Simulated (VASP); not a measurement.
# Ge (I4_1/amd) in VASP: notebook

The runs below take Ge through relaxation of the atoms, with PBEsol.

Program: VASP 6.6.1. These are calculated values, not measurements. Logs are shortened: lines on timing, memory, paths and dates and some standing lists are left out, and cuts for length are marked.

**1. The cell of the first run**

It takes space group I4_1/amd (No. 141, tetragonal). The conventional cell has a = 3.853 Å, b = 3.853 Å, c = 5.812 Å, α = 90.00°, β = 90.00°, γ = 90.00°. Ge (site symmetry -4m2) has 4 Ge at 2.41 Å within 3.2 Å.

**2. Relaxation of the atoms, PBEsol (strained cell)**

INCAR reads:

```
ALGO = Normal ; EDIFF = 1E-7
EDIFFG = -0.002 ; ENCUT = 450
GGA = PS ; GGA_COMPAT = False
IBRION = 2 ; ISIF = 2
ISMEAR = 0 ; LASPH = True
LCHARG = False ; LREAL = False
LWAVE = False ; NELM = 120
NELMIN = 4 ; NSW = 60
PREC = Accurate ; SIGMA = 0.1
```

KPOINTS reads:

```
k-points
0
Gamma
  12 12 12
```

POSCAR reads:

```
Ge
1.0
    0.0000000000      2.7243507752      2.9059741602
    2.7243507752      0.0000000000      2.9059741602
    2.7243507752      2.7243507752      0.0000000000
Ge
2
Direct
    0.0000000000      0.0000000000      0.0000000000
    0.2500000000      0.2500000000      0.2500000000
```

Potentials or basis: VASP PAW PBE potentials, release 64 (Ge_d).

On the command line:

```console
cat potpaw_PBE.64/Ge_d/POTCAR > POTCAR
mpirun -np 1 vasp_std > vasp.out
```

OUTCAR:

```text
EDIFF = 1E-7
   EDIFFG = -0.002
   ENCUT = 450
   GGA = PS
   IBRION = 2
   ISIF = 2
   ISMEAR = 0
   LASPH = True
   LREAL = False
   NELM = 120
   NELMIN = 4
   NSW = 60
   PREC = Accurate

 ion  position               nearest neighbor table
   1  0.000  0.000  0.000-   2 2.41   2 2.41   2 2.41   2 2.41
   2  0.250  0.250  0.250-   1 2.41   1 2.41   1 2.41   1 2.41

  LATTYP: Found a body centered tetragonal cell.
 ALAT       =     3.8528138149
 C/A-ratio  =     1.5084944665

  Lattice vectors:

 A1 = (  -2.7243507752,   0.0000000000,   2.9059741602)
 A2 = (   2.7243507752,   0.0000000000,   2.9059741602)
 A3 = (   0.0000000000,   2.7243507752,  -2.9059741602)

Analysis of symmetry for initial positions (statically):
=====================================================================
 Subroutine PRICEL returns:
 Original cell was already a primitive cell.

 Routine SETGRP: Setting up the symmetry group for a
 body centered tetragonal supercell.

 Subroutine GETGRP returns: Found 16 space group operations
 (whereof  8 operations were pure point group operations)
 out of a pool of 16 trial point group operations.

The static configuration has the point symmetry D_2d.
 The point group associated with its full space group is D_4h.

Analysis of symmetry for dynamics (positions and initial velocities):
=====================================================================
 Subroutine PRICEL returns:
 Original cell was already a primitive cell.

 Routine SETGRP: Setting up the symmetry group for a
 body centered tetragonal supercell.

 Subroutine GETGRP returns: Found 16 space group operations
 (whereof  8 operations were pure point group operations)
 out of a pool of 16 trial point group operations.

The dynamic configuration has the point symmetry D_2d.
 The point group associated with its full space group is D_4h.

 Subroutine INISYM returns: Found 16 space group operations
 (whereof  8 operations are pure point group operations),
 and found     1 'primitive' translations

----------------------------------------------------------------------------------------

                                     Primitive cell

  volume of cell :      43.1368

  direct lattice vectors                    reciprocal lattice vectors
     0.000000000  2.724350775  2.905974160    -0.183529964  0.183529964  0.172059341
     2.724350775  0.000000000  2.905974160     0.183529964 -0.183529964  0.172059341
     2.724350775  2.724350775  0.000000000     0.183529964  0.183529964 -0.172059341

  length of vectors
     3.983311809  3.983311809  3.852813815     0.311401529  0.311401529  0.311401529

  position of ions in fractional coordinates (direct lattice)
     0.000000000  0.000000000  0.000000000
     0.250000000  0.250000000  0.250000000

  ion indices of the primitive-cell ions
   primitive index   ion index
                 1           1
                 2           2

----------------------------------------------------------------------------------------

 KPOINTS: k-points

Automatic generation of k-mesh.
 Grid dimensions read from file:
 generate k-points for:   12   12   12

 Generating k-lattice:

  Cartesian coordinates                     Fractional coordinates (reciprocal lattice)
    -0.015294164  0.015294164  0.014338278     0.083333333  0.000000000  0.000000000
     0.015294164 -0.015294164  0.014338278     0.000000000  0.083333333  0.000000000
     0.015294164  0.015294164 -0.014338278     0.000000000  0.000000000  0.083333333

  Length of vectors
     0.025950127  0.025950127  0.025950127

  Shift w.r.t. Gamma in fractional coordinates (k-lattice)
     0.000000000  0.000000000  0.000000000

 Subroutine IBZKPT returns following result:
 ===========================================

 Found    163 irreducible k-points:

 Following reciprocal coordinates:
            Coordinates               Weight
  0.000000  0.000000  0.000000      1.000000
  0.083333  0.000000  0.000000      8.000000
  0.166667  0.000000  0.000000      8.000000
  0.250000  0.000000  0.000000      8.000000
  0.333333  0.000000  0.000000      8.000000
  0.416667  0.000000  0.000000      8.000000
[... 16 lines left out ...]
  0.500000  0.166667  0.000000      8.000000
 -0.416667  0.166667  0.000000      8.000000
 [... further k-points ...]
   k-points           NKPTS =    163   k-points in BZ     NKDIM =    163   number of bands    NBANDS=     18
   number of dos      NEDOS =    301   number of ions     NIONS =      2
   total plane-waves  NPLWV =  21952
   dimension x,y,z NGX =    28 NGY =   28 NGZ =   28
   dimension x,y,z NGXF=    56 NGYF=   56 NGZF=   56
   ions per type =               2
   NGX,Y,Z   is equivalent  to a cutoff of  11.69, 11.69, 12.08 a.u.
   NGXF,Y,Z  is equivalent  to a cutoff of  23.37, 23.37, 24.16 a.u.
 SYSTEM =  unknown system
   PREC   = accura    normal or accurate (medium, high low for compatibility)
   ISTART =      0    job   : 0-new  1-cont  2-samecut
   ICHARG =      2    charge: 1-file 2-atom 10-const
   ISPIN  =      1    spin polarized calculation?
   LNONCOLLINEAR =      F non collinear calculations
   LSORBIT =      F    spin-orbit coupling
   LASPH  =      T    aspherical Exc in radial PAW
   ENCUT  =  450.0 eV  33.07 Ry    5.75 a.u.   6.89  6.89  6.66*2*pi/ulx,y,z
   NELM   =    120;   NELMIN=  4; NELMDL= -5     # of ELM steps
   EDIFF  = 0.1E-06   stopping-criterion for ELM
   LREAL  =      F    real-space projection
   EDIFFG = -.2E-02   stopping-criterion for IOM
   NSW    =     60    number of steps for IOM
   IBRION =      2    ionic relax: 0-MD 1-quasi-New 2-CG
   NFREE  =      1    steps in history (QN), initial steepest desc. (CG)
   ISIF   =      2    stress and relaxation
   ISYM   =      2    0-nonsym 1-usesym 2-fastsym
   POTIM  = 0.5000    time-step for ionic-motion
   TEBEG  =    0.0;   TEEND  =   0.0 temperature during run
   PSTRESS=    0.0 pullay stress
   NELECT =      28.0000    total number of electrons
   NUPDOWN=      -1.0000    fix difference up-down
   EMIN   =  10.00;   EMAX   =-10.00  energy-range for DOS
   EFERMI =   0.00;   METHOD = LEGACY
   ISMEAR =     0;   SIGMA  =   0.10  broadening in eV -4-tet -1-fermi 0-gaus
   EFERMI_NEDOS =   21; number of points for ismear=-14 and -15
   IALGO  =     38    algorithm
   IMIX   =      4    mixing-type and parameters
     AMIX     =   0.40;   BMIX     =  1.00
     AMIX_MAG =   1.60;   BMIX_MAG =  1.00
  volume/ion in A,a.u.               =      21.57       145.55
  Fermi-wavevector in a.u.,A,eV,Ry     =   1.417462  2.678616 27.336825  2.009200
  Thomas-Fermi vector in A             =   2.538690
   LORBIT       =      0    0 simple, 1 ext, 2 COOP (PROOUT), +10 PAW based schemes
   GGA     = PS    functional components
   LHFCALC =     F    Hartree Fock is set to
   AEXX    =    0.0000 exact exchange contribution
   IVDW    =     0    specifies the selected vdW correction
   LEPSILON=     F    determine dielectric tensor
   LRPA    =     F    only Hartree local field effects (RPA)
 conjugate gradient relaxation of ions
 non-spin polarized calculation
 Gauss-broadening in eV      SIGMA  =   0.10
  energy-cutoff  :      450.00
  volume of cell :       43.14
 maximum number of plane-waves:       958
   NGX = 13   NGY = 13   NGZ = 13

 number of electron      28.0000040 magnetization

 Free energy of the ion-electron system (eV)
  ---------------------------------------------------
  ext. energy  EPLUGINS =         0.00000000
  ---------------------------------------------------
  free energy    TOTEN  =        -9.80978805 eV

  energy without entropy =       -9.80934636  energy(sigma->0) =       -9.80956721

 E-fermi :   5.4870     XC(G=0): -10.3653

 val. band max:        5.4012961606   @ k =  -0.0833   0.0833   0.0000
 cond. band min:       5.5301786143   @ k =   0.5000   0.0000   0.0000
 fundamental gap:      0.1288824538
 Fermi energy:         5.4869540628

 k-point     1 :       0.0000    0.0000    0.0000
  band No.  band energies     occupation
      1     -19.4977      2.00000
      2     -19.4977      2.00000
      3     -19.4796      2.00000
      4     -19.4556      2.00000
      5     -19.4469      2.00000
      6     -19.2332      2.00000
[... 10 lines left out ...]
     17       7.8177      0.00000
     18       8.1225      0.00000

 k-point     2 :       0.0833    0.0000    0.0000
  band No.  band energies     occupation
      1     -19.5024      2.00000
      2     -19.4976      2.00000
      3     -19.4846      2.00000
      4     -19.4471      2.00000
      5     -19.4410      2.00000
      6     -19.2360      2.00000
[... 10 lines left out ...]
     17       8.0897      0.00000
     18       8.5135      0.00000

 k-point     3 :       0.1667    0.0000    0.0000
  band No.  band energies     occupation
      1     -19.5116      2.00000
      2     -19.5003      2.00000
      3     -19.4873      2.00000
      4     -19.4321      2.00000
      5     -19.4288      2.00000
      6     -19.2427      2.00000
[... 10 lines left out ...]
     17       8.6356      0.00000
     18       9.7251      0.00000

 k-point     4 :       0.2500    0.0000    0.0000
  band No.  band energies     occupation
      1     -19.5199      2.00000
      2     -19.5047      2.00000
      3     -19.4843      2.00000
      4     -19.4181      2.00000
      5     -19.4170      2.00000
      6     -19.2496      2.00000
[... 375 lines left out ...]
      4     -19.3978      2.00000
      5     -19.3624      2.00000
      6     -19.3180      2.00000
[... 10 lines left out ...]
     17      10.8272      0.00000
     18      10.9821      0.00000

 k-point    23 :       0.5000    0.1667    0.0000
  band No.  band energies     occupation
      1     -19.5347      2.00000
      2     -19.5340      2.00000
      3     -19.4643      2.00000
      4     -19.3886      2.00000
      5     -19.3664      2.00000
      6     -19.3098      2.00000
[... 10 lines left out ...]
     17      10.5839      0.00000
     18      12.3733      0.00000

 k-point    24 :      -0.4167    0.1667    0.0000
  band No.  band energies     occupation
      1     -19.5364      2.00000
      2     -19.5320      2.00000
      3     -19.4560      2.00000
      4     -19.3816      2.00000
      5     -19.3776      2.00000
      6     -19.2949      2.00000
[... 10 lines left out ...]
     17      10.2771      0.00000
     18      13.1203      0.00000

 [... further k-points ...]
[... 5 lines left out ...]
  --------------------------------------------------------------------------------------
  -------------------------------------------------------------------------------------
  Total        1.5643824      1.5643824      0.1218009      0.0000000     -0.0000000      0.0000000
  in kB       58.1039564     58.1039564      4.5239025      0.0000000     -0.0000000      0.0000000
  external PRESSURE =      40.2439384 kB  Pullay stress =       0.0000000 kB

 VOLUME and BASIS-vectors are now :
 -----------------------------------------------------------------------------
  energy-cutoff  :      450.00
  volume of cell :       43.14
      direct lattice vectors                 reciprocal lattice vectors
     0.000000000  2.724350775  2.905974160    -0.183529964  0.183529964  0.172059341
     2.724350775  0.000000000  2.905974160     0.183529964 -0.183529964  0.172059341
     2.724350775  2.724350775  0.000000000     0.183529964  0.183529964 -0.172059341

 POSITION                                       TOTAL-FORCE (eV/Angst)
 -----------------------------------------------------------------------------------
      0.00000      0.00000      0.00000        -0.000000     -0.000000      0.000000
      1.36218      1.36218      1.45299         0.000000      0.000000     -0.000000
 -----------------------------------------------------------------------------------
    total drift:                                0.000000      0.000000      0.000000

  FREE ENERGIE OF THE ION-ELECTRON SYSTEM (eV)
  ---------------------------------------------------
  free  energy   TOTEN  =        -9.8097880543 eV

  energy  without entropy=       -9.8093463635  energy(sigma->0) =       -9.80956721

 reached required accuracy - stopping structural energy minimisation
```

It took 2.3 min on 1 thread of AMD EPYC 7R13, shared host; peak memory 0.18 GiB.

Results:

```
Free energy             : -9.8098 eV
Pressure after relaxing : 4.0 GPa
Band gap on the k mesh  : zero (filled and empty bands touch)
```

Stress tensor (GPa, compression positive):
```
5.81 0.00 0.00
0.00 5.81 0.00
0.00 0.00 0.45
```

Final structure:
```cif
data_structure
_symmetry_space_group_name_H-M 'P 1'
_symmetry_Int_Tables_number 1
_cell_length_a 3.9833
_cell_length_b 3.9833
_cell_length_c 3.8528
_cell_angle_alpha 61.078
_cell_angle_beta 61.078
_cell_angle_gamma 57.844
_cell_volume 43.14
loop_
_atom_site_label
_atom_site_type_symbol
_atom_site_fract_x
_atom_site_fract_y
_atom_site_fract_z
_atom_site_occupancy
Ge1 Ge 0.00000 0.00000 0.00000 1
Ge2 Ge 0.25000 0.25000 0.25000 1
```

Caveat: the cell differs from its parent crystal (strained cell); the relaxation stopped at its first step, so nothing moved; the PAW data sets were made with another functional, which shifts forces and pressure a little.

**3. Relaxation of the atoms, PBEsol (strained cell)**

INCAR reads:

```
ALGO = Normal
EDIFF = 1E-7
EDIFFG = -0.002
ENCUT = 450
GGA = PS
GGA_COMPAT = False
IBRION = 2
ISIF = 2
ISMEAR = 0
LASPH = True
LCHARG = False
LREAL = False
LWAVE = False
NELM = 120
NELMIN = 4
NSW = 60
PREC = Accurate
SIGMA = 0.1
```

KPOINTS is that of step 2.

POSCAR reads:

```
Ge
1.0
    0.0000000000      2.7243507752      2.9226749553
    2.7243507752      0.0000000000      2.9226749553
    2.7243507752      2.7243507752      0.0000000000
Ge
2
Direct
    0.0000000000      0.0000000000      0.0000000000
    0.2500000000      0.2500000000      0.2500000000
```

Potentials or basis: VASP PAW PBE potentials, release 64 (Ge_d).

On the command line:

```console
cat potpaw_PBE.64/Ge_d/POTCAR > POTCAR
mpirun -np 1 vasp_std > vasp.out
```

It took 2 min on 1 thread of Intel Xeon 8259CL, shared host; peak memory 0.22 GiB.

The run converged. Its results:

```
Free energy             : -9.8104 eV
Pressure after relaxing : 3.5 GPa
Band gap on the k mesh  : zero (band 14 reaches 5.49 eV, above the bottom of band 15 at 5.44 eV)
```

Stress tensor (GPa, compression positive):
```
 5.48  0.00  0.00
 0.00  5.48  0.00
 0.00  0.00 -0.35
```

Final structure:
```yaml
crystal:
  lattice:
    - [0.00000, 2.72435, 2.92267]
    - [2.72435, 0.00000, 2.92267]
    - [2.72435, 2.72435, 0.00000]
  atoms:
    - { symbol: Ge, position: [0.00000, 0.00000, 0.00000] }
    - { symbol: Ge, position: [0.25000, 0.25000, 0.25000] }
```

Levels at points of the mesh, in eV from the Fermi level:
```tsv
k point	band 10	band 11	band 12	band 13	band 14	band 15	band 16	band 17	band 18
(0.00, 0.00, 0.00)	-24.66	-13.26	-0.54	0.07	0.07	0.20	2.33	2.33	2.66
(0.50, 0.00, 0.00)	-24.63	-11.05	-7.96	-1.95	-1.25	0.02	3.49	3.84	6.90
(0.50, 0.50, 0.00)	-24.61	-9.44	-9.44	-3.01	-3.01	0.88	0.88	9.65	9.65
(0.50, 0.00, 0.50)	-24.63	-9.07	-9.07	-3.52	-3.52	0.29	0.29	9.41	9.41
```

Caveat: the cell differs from its parent crystal (strained cell); the relaxation stopped at its first step, so nothing moved; the PAW data sets were made with another functional, which shifts forces and pressure a little.
